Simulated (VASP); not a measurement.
Here is a VASP 6.6.1 calculation.

The input INCAR:

```
SYSTEM = In
  PREC = Accurate
  ENCUT = 520
  EDIFF = 1E-6
  ISMEAR = -1
  SIGMA = 0.1
  LREAL = .False.
  LASPH = .True.
  NELM = 80
  ALGO = Normal
  ISIF = 2
  LWAVE = .False.
  LCHARG = .False.
  GGA = PE
  NBANDS = 12
```

KPOINTS

```
Automatic mesh
0
Gamma
  16 16 16
  0 0 0
```

The input POSCAR:

```
In
1.0
   -1.4068436755      1.4068436755      1.4068436755
    1.4068436755     -1.4068436755      1.4068436755
    1.4068436755      1.4068436755     -1.4068436755
In
1
Direct
    0.0000000000      0.0000000000      0.0000000000
```

Potentials or basis: VASP PAW PBE potentials, release 64 (In_d).

Command:

```bash
$ cat potpaw_PBE.64/In_d/POTCAR > POTCAR
$ mpirun -np 1 vasp_std > vasp.out
```

(1) Estimate the pressure.

Results:

(1) 330.2 GPa.
